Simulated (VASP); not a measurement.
Input of a VASP 6.6.1 run:

File INCAR:

```
PREC     = Accurate       # precision mode
ENCUT    = 520            # plane-wave cutoff, eV
EDIFF    = 1E-6           # SCF threshold, eV
ISMEAR   = 0              # smearing method
SIGMA    = 0.15           # smearing width, eV
LREAL    = False          # projectors in reciprocal space
LASPH    = True           # aspherical terms in the spheres
NELM     = 80             # most SCF steps
ALGO     = Normal         # electronic algorithm
ISIF     = 2              # what is computed and relaxed
LWAVE    = False          # write WAVECAR
LCHARG   = False          # write CHGCAR
GGA      = PE             # functional
NBANDS   = 15             # bands
```

File KPOINTS:

```
Automatic mesh
0
Gamma
  24 24 24
```

The input POSCAR:

```
TaN
1.0
    0.0000000000      2.1423757347      2.1755052563
    2.1423757347      0.0000000000      2.1755052563
    2.1423757347      2.1423757347      0.0000000000
Ta N
1 1
Direct
    0.5000000000      0.5000000000      0.5000000000
    0.0000000000      0.0000000000      0.0000000000
```

Potentials or basis: VASP PAW PBE potentials, release 64 (Ta_pv, N).

The run is started by

```console
$ cat potpaw_PBE.64/Ta_pv/POTCAR potpaw_PBE.64/N/POTCAR > POTCAR
$ mpirun -np 1 vasp_std > vasp.out
```

Task: Estimate the pressure.

Result: 31.0 GPa.

Task: Estimate the band gap on the k mesh.

Result: Zero (bands 8 and 9 overlap by 4.27 eV).

Stress tensor (GPa, compression positive):
```
35.15  0.00  0.00
 0.00 35.15  0.00
 0.00  0.00 22.75
```

Caveat: the cell differs from its parent crystal (strain -0.030 along x and y, -0.015 along z); the stress differs along the axes, from 23 to 35 GPa; spin-orbit coupling is left out, which moves the levels of the heavy elements.
